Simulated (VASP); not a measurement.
A run of VASP 6.6.1:

File INCAR:

```
SYSTEM = Ge5S
PREC = Accurate
ENCUT = 500
EDIFF = 1E-7
ISMEAR = 0
SIGMA = 0.1
LREAL = .False.
LASPH = .True.
NELM = 120
ALGO = Normal
ISIF = 3
LWAVE = .False.
LCHARG = .False.
GGA = PE
IBRION = 2
NSW = 100
EDIFFG = -0.01
GGA_COMPAT = .False.
NELMIN = 4
```

The input KPOINTS:

```
regular mesh
0
Gamma
  8 8 8
  0 0 0
```

The input POSCAR:

```
Ge5S
1.0
    0.0000000000      3.9110353903      3.9110353903
    3.9110353903      0.0000000000      3.9110353903
    3.9110353903      3.9110353903      0.0000000000
Ge S
5 1
Direct
    0.2500000000      0.2500000000      0.2500000000
    0.1246741189      0.6251086270      0.6251086270
    0.6251086270      0.6251086270      0.6251086270
    0.6251086270      0.6251086270      0.1246741189
    0.6251086270      0.1246741189      0.6251086270
    0.0000000000      0.0000000000      0.0000000000
```

Potentials or basis: VASP PAW PBE potentials, release 64 (Ge_d, S).

The run is started by

```bash
$ cat potpaw_PBE.64/Ge_d/POTCAR potpaw_PBE.64/S/POTCAR > POTCAR
$ mpirun -np 1 vasp_std > vasp.out
```

Hardware: 1 thread of Intel(R) Xeon(R) 6975P-C (Granite Rapids) (shared host).

Q: Estimate the wall time of this run.

A: It took 58 s on 1 thread of Intel(R) Xeon(R) 6975P-C (Granite Rapids) (shared host), peak memory 0.29 GiB. Counts: scf iterations 15, k points 29, ion steps 1.
